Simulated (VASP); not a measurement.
Set up this calculation in VASP 6.6.1, as the native input.

```yaml
Task: single point
Functional: PBE
Potentials_or_basis: VASP PAW PBE potentials, release 64 (Ta_pv, Sn_d)
Cutoff: 520 eV
k_mesh: 6 × 6 × 2
Occupations: gaussian, width 0.2 eV
Spin: no spin polarisation
Dipole_correction: no
Further_INCAR_settings: ALGO = Fast; EDIFF = 1e-06; NBANDS = 75
```

The structure of Ta2Sn3 lies in POSCAR:

```
Ta2Sn3
1.0
    4.7183984697     -0.0019758025      0.0003667849
   -2.3582410720      4.3914726668      0.1103287286
    0.0025767987      0.2999408205     11.4719858267
Ta Sn
4 6
Direct
    0.6797258150      0.3592709762      0.4519306635
    0.6797668408      0.3595281707      0.9519499221
    0.3202084716      0.6405849154      0.0480719773
    0.3199777988      0.6403004553      0.5480488054
   -0.0001210326     -0.0001749830      0.5000301039
    0.0000019840      0.0000616074      0.9999664421
    0.6595329671      0.3191547698      0.1970234312
    0.6597196193      0.3191445822      0.6970101578
    0.3404111759      0.6810204857      0.3029758500
    0.3407763603      0.6811090202      0.8029926469
```

These files were run (other wordings do the same):

INCAR

```
SYSTEM = Ta2Sn3
PREC = Accurate
ENCUT = 520
EDIFF = 1E-6
ISMEAR = 0
SIGMA = 0.2
LREAL = .FALSE.
LASPH = .TRUE.
NELM = 80
ALGO = Fast
ISIF = 2
LWAVE = .FALSE.
LCHARG = .FALSE.
GGA = PE
NBANDS = 75
```

KPOINTS

```
Automatic mesh
0
G
  6 6 2
  0 0 0
```

Potentials or basis: VASP PAW PBE potentials, release 64 (Ta_pv, Sn_d).

Run with:

```console
$ cat potpaw_PBE.64/Ta_pv/POTCAR potpaw_PBE.64/Sn_d/POTCAR > POTCAR
$ mpirun -np 1 vasp_std > vasp.out
```

Results of the run:

```json
{
 "Pressure": "0.0 GPa",
 "Largest force": "0.013 eV/Å",
 "Band gap on the k mesh": "zero (band 64 reaches 7.80 eV, above the bottom of band 65 at 7.26 eV)"
}
```

Caveat: spin-orbit coupling is left out, which moves the levels of the heavy elements.

It took 16 min on 1 thread of Intel(R) Xeon(R) Platinum 8488C (Sapphire Rapids), on a shared host, peak memory 0.67 GiB.
